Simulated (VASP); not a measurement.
# Sn (I4_1/amd) in VASP: further runs

Runs on Sn. Level: PBEsol. Tasks: single point, relaxation of shape and atoms at fixed volume.

Program: VASP 6.6.1. These are calculated values, not measurements. Logs are shortened: lines on timing, memory, paths and dates and some standing lists are left out, and cuts for length are marked.

### Step 1. The cell of the first run

Symmetry: I4_1/amd, No. 141, tetragonal system. The conventional cell has a = 5.880 Å, b = 5.880 Å, c = 3.199 Å, α = 90.00°, β = 90.00°, γ = 90.00°. Sn (site symmetry -4m2) has 10 Sn at 3.05 to 3.79 Å within 4.0 Å.

### Step 2. Single point, PBEsol

File INCAR:

```
PREC = Accurate
ENCUT = 520
EDIFF = 1E-7
ISMEAR = 0
SIGMA = 0.1
LREAL = F
LASPH = T
NELM = 100
ALGO = Fast
ISIF = 2
LWAVE = F
LCHARG = T
GGA = PS
LELF = T
LVHAR = T
NBANDS = 21
```

File KPOINTS:

```
Automatic mesh
0
Gamma
  14 14 14
```

File POSCAR:

```
Sn
1.0
   -2.9401404553      2.9401404553      1.5993019889
    2.9401404553     -2.9401404553      1.5993019889
    2.9401404553      2.9401404553     -1.5993019889
Sn
2
Direct
    0.7500000000      0.2500000000      0.5000000000
    0.0000000000      0.0000000000      0.0000000000
```

Potentials or basis: VASP PAW PBE potentials, release 64 (Sn_d).

Started as:

```console
> cat potpaw_PBE.64/Sn_d/POTCAR > POTCAR
> mpirun -np 1 vasp_std > vasp.out
```

OUTCAR:

```text
PREC = Accurate
   ENCUT = 520
   EDIFF = 1E-7
   ISMEAR = 0
   LREAL = F
   LASPH = T
   NELM = 100
   ISIF = 2
   GGA = PS

 ion  position               nearest neighbor table
   1  0.750  0.250  0.500-   2 3.05   2 3.05   2 3.05   2 3.05
   2  0.000  0.000  0.000-   1 3.05   1 3.05   1 3.05   1 3.05

  LATTYP: Found a body centered tetragonal cell.
 ALAT       =     5.8802809106
 C/A-ratio  =     0.5439542815

  Lattice vectors:

 A1 = (  -2.9401404553,   2.9401404553,   1.5993019889)
 A2 = (   2.9401404553,  -2.9401404553,   1.5993019889)
 A3 = (   2.9401404553,   2.9401404553,  -1.5993019889)

Analysis of symmetry for initial positions (statically):
=====================================================================
 Subroutine PRICEL returns:
 Original cell was already a primitive cell.

 Routine SETGRP: Setting up the symmetry group for a
 body centered tetragonal supercell.

 Subroutine GETGRP returns: Found 16 space group operations
 (whereof  8 operations were pure point group operations)
 out of a pool of 16 trial point group operations.

The static configuration has the point symmetry D_2d.
 The point group associated with its full space group is D_4h.

Analysis of symmetry for dynamics (positions and initial velocities):
=====================================================================
 Subroutine PRICEL returns:
 Original cell was already a primitive cell.

 Routine SETGRP: Setting up the symmetry group for a
 body centered tetragonal supercell.

 Subroutine GETGRP returns: Found 16 space group operations
 (whereof  8 operations were pure point group operations)
 out of a pool of 16 trial point group operations.

The dynamic configuration has the point symmetry D_2d.
 The point group associated with its full space group is D_4h.

 Subroutine INISYM returns: Found 16 space group operations
 (whereof  8 operations are pure point group operations),
 and found     1 'primitive' translations

----------------------------------------------------------------------------------------

                                     Primitive cell

  volume of cell :      55.3002

  direct lattice vectors                    reciprocal lattice vectors
    -2.940140455  2.940140455  1.599301989     0.000000000  0.170059903  0.312636390
     2.940140455 -2.940140455  1.599301989     0.170059903  0.000000000  0.312636390
     2.940140455  2.940140455 -1.599301989     0.170059903  0.170059903  0.000000000

  length of vectors
     4.454954393  4.454954393  4.454954393     0.355895888  0.355895888  0.240501021

  position of ions in fractional coordinates (direct lattice)
     0.750000000  0.250000000  0.500000000
     0.000000000  0.000000000  0.000000000

  ion indices of the primitive-cell ions
   primitive index   ion index
                 1           1
                 2           2

----------------------------------------------------------------------------------------

 KPOINTS: Automatic mesh

Automatic generation of k-mesh.
 Grid dimensions read from file:
 generate k-points for:   14   14   14

 Generating k-lattice:

  Cartesian coordinates                     Fractional coordinates (reciprocal lattice)
     0.000000000  0.012147136  0.022331171     0.071428571 -0.000000000  0.000000000
     0.012147136  0.000000000  0.022331171    -0.000000000  0.071428571  0.000000000
     0.012147136  0.012147136  0.000000000     0.000000000  0.000000000  0.071428571

  Length of vectors
     0.025421135  0.025421135  0.017178644

  Shift w.r.t. Gamma in fractional coordinates (k-lattice)
     0.000000000  0.000000000  0.000000000

 Subroutine IBZKPT returns following result:
 ===========================================

 Found    244 irreducible k-points:

 Following reciprocal coordinates:
            Coordinates               Weight
  0.000000  0.000000  0.000000      1.000000
  0.071429 -0.000000  0.000000      8.000000
  0.142857 -0.000000  0.000000      8.000000
  0.214286 -0.000000  0.000000      8.000000
  0.285714 -0.000000  0.000000      8.000000
  0.357143 -0.000000  0.000000      8.000000
[... 16 lines left out ...]
  0.214286  0.142857  0.000000     16.000000
  0.285714  0.142857  0.000000     16.000000
 [... further k-points ...]
   k-points           NKPTS =    244   k-points in BZ     NKDIM =    244   number of bands    NBANDS=     21
   number of dos      NEDOS =    301   number of ions     NIONS =      2
   total plane-waves  NPLWV =  46656
   dimension x,y,z NGX =    36 NGY =   36 NGZ =   36
   dimension x,y,z NGXF=    72 NGYF=   72 NGZF=   72
   ions per type =               2
   NGX,Y,Z   is equivalent  to a cutoff of  13.43, 13.43, 13.43 a.u.
   NGXF,Y,Z  is equivalent  to a cutoff of  26.87, 26.87, 26.87 a.u.
 SYSTEM =  unknown system
   PREC   = accura    normal or accurate (medium, high low for compatibility)
   ISTART =      0    job   : 0-new  1-cont  2-samecut
   ICHARG =      2    charge: 1-file 2-atom 10-const
   ISPIN  =      1    spin polarized calculation?
   LNONCOLLINEAR =      F non collinear calculations
   LSORBIT =      F    spin-orbit coupling
   LASPH  =      T    aspherical Exc in radial PAW
   ENCUT  =  520.0 eV  38.22 Ry    6.18 a.u.   8.28  8.28  8.28*2*pi/ulx,y,z
   NELM   =    100;   NELMIN=  2; NELMDL= -5     # of ELM steps
   EDIFF  = 0.1E-06   stopping-criterion for ELM
   LREAL  =      F    real-space projection
   EDIFFG = 0.1E-05   stopping-criterion for IOM
   NSW    =      0    number of steps for IOM
   IBRION =     -1    ionic relax: 0-MD 1-quasi-New 2-CG
   NFREE  =      0    steps in history (QN), initial steepest desc. (CG)
   ISIF   =      2    stress and relaxation
   ISYM   =      2    0-nonsym 1-usesym 2-fastsym
   POTIM  = 0.5000    time-step for ionic-motion
   TEBEG  =    0.0;   TEEND  =   0.0 temperature during run
   PSTRESS=    0.0 pullay stress
   NELECT =      28.0000    total number of electrons
   NUPDOWN=      -1.0000    fix difference up-down
   EMIN   =  10.00;   EMAX   =-10.00  energy-range for DOS
   EFERMI =   0.00;   METHOD = LEGACY
   ISMEAR =     0;   SIGMA  =   0.10  broadening in eV -4-tet -1-fermi 0-gaus
   EFERMI_NEDOS =   21; number of points for ismear=-14 and -15
   IALGO  =     68    algorithm
   IMIX   =      4    mixing-type and parameters
     AMIX     =   0.40;   BMIX     =  1.00
     AMIX_MAG =   1.60;   BMIX_MAG =  1.00
  volume/ion in A,a.u.               =      27.65       186.59
  Fermi-wavevector in a.u.,A,eV,Ry     =   1.304824  2.465760 23.164816  1.702566
  Thomas-Fermi vector in A             =   2.435734
   LORBIT       =      0    0 simple, 1 ext, 2 COOP (PROOUT), +10 PAW based schemes
   GGA     = PS    functional components
   LHFCALC =     F    Hartree Fock is set to
   AEXX    =    0.0000 exact exchange contribution
   IVDW    =     0    specifies the selected vdW correction
   LEPSILON=     F    determine dielectric tensor
   LRPA    =     F    only Hartree local field effects (RPA)
 non-spin polarized calculation
 RMM-DIIS sequential band-by-band and
 Gauss-broadening in eV      SIGMA  =   0.10
  energy-cutoff  :      520.00
  volume of cell :       55.30
 maximum number of plane-waves:      1510
 NGX is ok and might be reduce to    36
   NGX = 17   NGY = 17   NGZ = 17

 number of electron      27.9999990 magnetization

 Free energy of the ion-electron system (eV)
  ---------------------------------------------------
  ext. energy  EPLUGINS =         0.00000000
  ---------------------------------------------------
  free energy    TOTEN  =        -8.51084801 eV

  energy without entropy =       -8.50437109  energy(sigma->0) =       -8.50760955

 E-fermi :   7.5699     XC(G=0): -10.3638

 val. band max:        7.5581826315   @ k =   0.2857   0.1429   0.0000
 cond. band min:       7.5712036443   @ k =   0.1429   0.0714   0.0714
 fundamental gap:      0.0130210128
 Fermi energy:         7.5699281980

 k-point     1 :       0.0000    0.0000    0.0000
  band No.  band energies     occupation
      1     -13.9385      2.00000
      2     -13.8578      2.00000
      3     -13.8172      2.00000
      4     -13.8050      2.00000
      5     -13.6620      2.00000
      6     -13.6620      2.00000
[... 13 lines left out ...]
     20      17.3490      0.00000
     21      18.0093      0.00000

 k-point     2 :       0.0714   -0.0000    0.0000
  band No.  band energies     occupation
      1     -13.9354      2.00000
      2     -13.8478      2.00000
      3     -13.8136      2.00000
      4     -13.7934      2.00000
      5     -13.6692      2.00000
      6     -13.6683      2.00000
[... 13 lines left out ...]
     20      17.1089      0.00000
     21      17.2534      0.00000

 k-point     3 :       0.1429   -0.0000    0.0000
  band No.  band energies     occupation
      1     -13.9262      2.00000
      2     -13.8211      2.00000
      3     -13.8037      2.00000
      4     -13.7642      2.00000
      5     -13.6856      2.00000
      6     -13.6769      2.00000
[... 13 lines left out ...]
     20      15.9741      0.00000
     21      16.1546      0.00000

 k-point     4 :       0.2143   -0.0000    0.0000
  band No.  band energies     occupation
      1     -13.9119      2.00000
      2     -13.7894      2.00000
      3     -13.7879      2.00000
      4     -13.7384      2.00000
      5     -13.7057      2.00000
      6     -13.6732      2.00000
[... 13 lines left out ...]
     20      15.0772      0.00000
     21      15.9547      0.00000

 k-point     5 :       0.2857   -0.0000    0.0000
  band No.  band energies     occupation
      1     -13.8960      2.00000
      2     -13.7757      2.00000
      3     -13.7659      2.00000
      4     -13.7406      2.00000
      5     -13.7231      2.00000
      6     -13.6836      2.00000
[... 13 lines left out ...]
     20      14.4459      0.00000
     21      16.4265      0.00000

 k-point     6 :       0.3571   -0.0000    0.0000
  band No.  band energies     occupation
      1     -13.8818      2.00000
      2     -13.7722      2.00000
      3     -13.7663      2.00000
      4     -13.7518      2.00000
      5     -13.7270      2.00000
      6     -13.6968      2.00000
[... 13 lines left out ...]
     20      14.5075      0.00000
     21      17.2010      0.00000

 k-point     7 :       0.4286   -0.0000    0.0000
  band No.  band energies     occupation
      1     -13.8708      2.00000
      2     -13.7873      2.00000
      3     -13.7783      2.00000
      4     -13.7464      2.00000
      5     -13.7190      2.00000
      6     -13.7061      2.00000
[... 13 lines left out ...]
     20      15.9741      0.00000
     21      18.0388      0.00000
[... 291 lines left out ...]
      1     -13.9275      2.00000
      2     -13.8494      2.00000
      3     -13.8072      2.00000
      4     -13.7989      2.00000
      5     -13.6708      2.00000
      6     -13.6634      2.00000
[... 13 lines left out ...]
     20      17.1898      0.00000
     21      17.4192      0.00000

 k-point    21 :      -0.0714    0.0714    0.0000
  band No.  band energies     occupation
      1     -13.9344      2.00000
      2     -13.8585      2.00000
      3     -13.8138      2.00000
      4     -13.8076      2.00000
      5     -13.6639      2.00000
      6     -13.6597      2.00000
[... 13 lines left out ...]
     20      17.6407      0.00000
     21      17.9796      0.00000

 k-point    22 :       0.1429    0.1429    0.0000
  band No.  band energies     occupation
      1     -13.9062      2.00000
      2     -13.7816      2.00000
      3     -13.7650      2.00000
      4     -13.7224      2.00000
      5     -13.7071      2.00000
      6     -13.6969      2.00000
[... 13 lines left out ...]
     20      14.8886      0.00000
     21      15.1760      0.00000

 k-point    23 :       0.2143    0.1429    0.0000
  band No.  band energies     occupation
      1     -13.8942      2.00000
      2     -13.7734      2.00000
      3     -13.7664      2.00000
      4     -13.7273      2.00000
      5     -13.7211      2.00000
      6     -13.7073      2.00000
[... 13 lines left out ...]
     20      14.6598      0.00000
     21      15.6233      0.00000

 k-point    24 :       0.2857    0.1429    0.0000
  band No.  band energies     occupation
      1     -13.8841      2.00000
      2     -13.7840      2.00000
      3     -13.7561      2.00000
      4     -13.7484      2.00000
      5     -13.7174      2.00000
      6     -13.7125      2.00000
[... 13 lines left out ...]
     20      15.1044      0.00000
     21      16.4492      0.00000

 [... further k-points ...]
[... 5 lines left out ...]
  --------------------------------------------------------------------------------------
  -------------------------------------------------------------------------------------
  Total       -0.5520887     -0.5520887     -0.5000312      0.0000000     -0.0000000      0.0000000
  in kB      -15.9953152    -15.9953152    -14.4870856      0.0000000     -0.0000000      0.0000000
  external PRESSURE =     -15.4925720 kB  Pullay stress =       0.0000000 kB

 VOLUME and BASIS-vectors are now :
 -----------------------------------------------------------------------------
  energy-cutoff  :      520.00
  volume of cell :       55.30
      direct lattice vectors                 reciprocal lattice vectors
    -2.940140455  2.940140455  1.599301989     0.000000000  0.170059903  0.312636390
     2.940140455 -2.940140455  1.599301989     0.170059903  0.000000000  0.312636390
     2.940140455  2.940140455 -1.599301989     0.170059903  0.170059903  0.000000000

 POSITION                                       TOTAL-FORCE (eV/Angst)
 -----------------------------------------------------------------------------------
      0.00000      2.94014      0.79965        -0.000000      0.000000     -0.000000
      0.00000      0.00000      0.00000         0.000000     -0.000000      0.000000
 -----------------------------------------------------------------------------------
    total drift:                               -0.000000      0.000000     -0.000000

  FREE ENERGIE OF THE ION-ELECTRON SYSTEM (eV)
  ---------------------------------------------------
  free  energy   TOTEN  =        -8.5108480070 eV

  energy  without entropy=       -8.5043710927  energy(sigma->0) =       -8.50760955
```

Run time: 2.8 min. Hardware: 1 thread of Intel Xeon 6975P-C (Granite Rapids), shared host; peak memory 0.37 GiB.

What came out:

```
Free energy            : -8.5108 eV
Pressure               : -1.5 GPa
Band gap on the k mesh : zero (bands 14 and 15 overlap by 3.91 eV)
```

Caveat: the PAW data sets were made with another functional, which shifts forces and pressure a little; spin-orbit coupling is left out, which moves the levels of the heavy elements.

### Step 3. Single point, PBEsol

This run uses another cell than the first one, of 26.88 Å³/atom.

File INCAR:

```
PREC     = Accurate       # precision mode
ENCUT    = 520            # plane-wave cutoff, eV
EDIFF    = 1E-7           # SCF threshold, eV
ISMEAR   = 0              # smearing method
SIGMA    = 0.15           # smearing width, eV
LREAL    = F              # projectors in reciprocal space
LASPH    = T              # aspherical terms in the spheres
NELM     = 80             # most SCF steps
ALGO     = Fast           # electronic algorithm
ISIF     = 2              # what is computed and relaxed
LWAVE    = F              # write WAVECAR
LCHARG   = F              # write CHGCAR
GGA      = PS             # functional
NBANDS   = 21             # bands
```

File KPOINTS:

```
regular mesh
0
Gamma
  12 12 12
```

File POSCAR:

```
Sn
1.0
   -2.9099000300      2.9099000300      1.5869856476
    2.9099000300     -2.9099000300      1.5869856476
    2.9099000300      2.9099000300     -1.5869856476
Sn
2
Direct
    0.7500000000      0.2500000000      0.5000000000
    0.0000000000      0.0000000000      0.0000000000
```

Potentials or basis: VASP PAW PBE potentials, release 64 (Sn_d).

Started as:

```console
> cat potpaw_PBE.64/Sn_d/POTCAR > POTCAR
> mpirun -np 1 vasp_std > vasp.out
```

Wall time 3.7 min (1 thread of AMD EPYC 7R13 (Zen 3), shared host); peak memory 0.28 GiB.

The run converged. Its results:

```yaml
Free_energy: -8.5269 eV
Pressure: -0.1 GPa
Band_gap_on_the_k_mesh: zero (bands 14 and 15 overlap by 4.21 eV)
```

Stress tensor (GPa, compression positive):
```
 0.06  0.00  0.00
 0.00  0.06  0.00
 0.00  0.00 -0.32
```

Levels at points of the mesh, in eV from the Fermi level:
```tsv
k point	band 11	band 12	band 13	band 14	band 15	band 16	band 17	band 18
(0.00, 0.00, 0.00)	-11.22	-3.61	-2.00	-2.00	2.95	6.28	6.28	6.89
(0.50, 0.00, 0.00)	-6.96	-5.44	-2.32	-1.72	-1.16	2.23	2.87	4.73
(0.50, 0.50, 0.00)	-8.95	-8.95	0.60	0.60	1.59	1.59	6.03	6.03
(0.50, 0.50, 0.50)	-7.58	-7.58	-4.87	-4.87	5.05	5.05	9.49	9.49
```

Caveat: the PAW data sets were made with another functional, which shifts forces and pressure a little; spin-orbit coupling is left out, which moves the levels of the heavy elements.

### Step 4. Relaxation of shape and atoms at fixed volume, PBEsol (25.26 Å³/atom)

This run uses another cell than the first one, of 25.26 Å³/atom.

File INCAR:

```
SYSTEM = Sn
ALGO = Fast
EDIFF = 1E-6
EDIFFG = -0.01
ENCUT = 600
GGA = PS
IBRION = 2
ISIF = 4
ISMEAR = 0
LASPH = .True.
LCHARG = .False.
LREAL = .False.
LWAVE = .False.
NELM = 100
NSW = 50
PREC = Accurate
SIGMA = 0.1
```

File KPOINTS:

```
k-points
0
Gamma
  14 14 14
  0 0 0
```

File POSCAR:

```
Sn
1.0
   -2.8504976448      2.8504976448      1.5545890980
    2.8504976448     -2.8504976448      1.5545890980
    2.8504976448      2.8504976448     -1.5545890980
Sn
2
Direct
    0.7500000000      0.2500000000      0.5000000000
    0.0000000000      0.0000000000      0.0000000000
```

Started as:

```console
> cat potpaw_PBE.64/Sn_d/POTCAR > POTCAR
> mpirun -np 1 vasp_std > vasp.out
```

Wall time 4.6 min (1 thread of Intel Xeon Platinum 8488C (Sapphire Rapids), shared host); peak memory 0.38 GiB.

Results (log left out):

```yaml
Free_energy: -8.4802 eV
Energy_gained_by_relaxing: 0.0 meV/atom
Ionic_steps: 2
Pressure_after_relaxing: 4.0 GPa
Band_gap_on_the_k_mesh: zero (bands 14 and 15 overlap by 4.45 eV)
```

Final structure:
```
Sn
1.0
    -2.85154    2.85154    1.55346
     2.85154   -2.85154    1.55346
     2.85154    2.85154   -1.55346
Sn
2
Direct
  0.75000 0.25000 0.50000
  0.00000 0.00000 0.00000
```

Levels at points of the mesh, in eV from the Fermi level:
```tsv
k point	band 12	band 13	band 14	band 15	band 16	band 17
(0.00, 0.00, 0.00)	-3.42	-2.17	-2.17	2.85	6.59	6.61
(0.50, 0.00, 0.00)	-5.66	-2.25	-1.86	-1.27	2.17	3.03
(0.50, 0.50, 0.00)	-9.30	0.60	0.60	1.71	1.71	6.32
(0.50, 0.50, 0.50)	-7.75	-5.23	-5.23	5.29	5.29	10.11
```

Caveat: the PAW data sets were made with another functional, which shifts forces and pressure a little; spin-orbit coupling is left out, which moves the levels of the heavy elements.

### Step 5. Overview

```csv
task,cell,k mesh,cutoff (eV),smearing,gap on the mesh (eV),pressure (GPa)
single point,"a = 4.455 Å, angles 97.4, 97.4, 137.9°, 2 atoms",14 × 14 × 14,520,gaussian 0.1 eV,none,-1.5
single point,"a = 4.411 Å, angles 97.4, 97.4, 137.8°, 2 atoms",12 × 12 × 12,520,gaussian 0.15 eV,none,-0.1
relaxation of shape and atoms at fixed volume,"relaxed from a = 4.321 Å, angles 97.4, 97.4, 137.8°, 2 atoms",14 × 14 × 14,600,gaussian 0.1 eV,none,4.0
```

Alike in all rows: level PBEsol; potentials or basis VASP PAW PBE potentials, release 64 (Sn_d); no spin polarisation.

Caveats: the PAW data sets were made with another functional, which shifts forces and pressure a little; spin-orbit coupling is left out, which moves the levels of the heavy elements.

Total energies depend on the potentials used, so only differences within one code and one set of settings carry meaning.
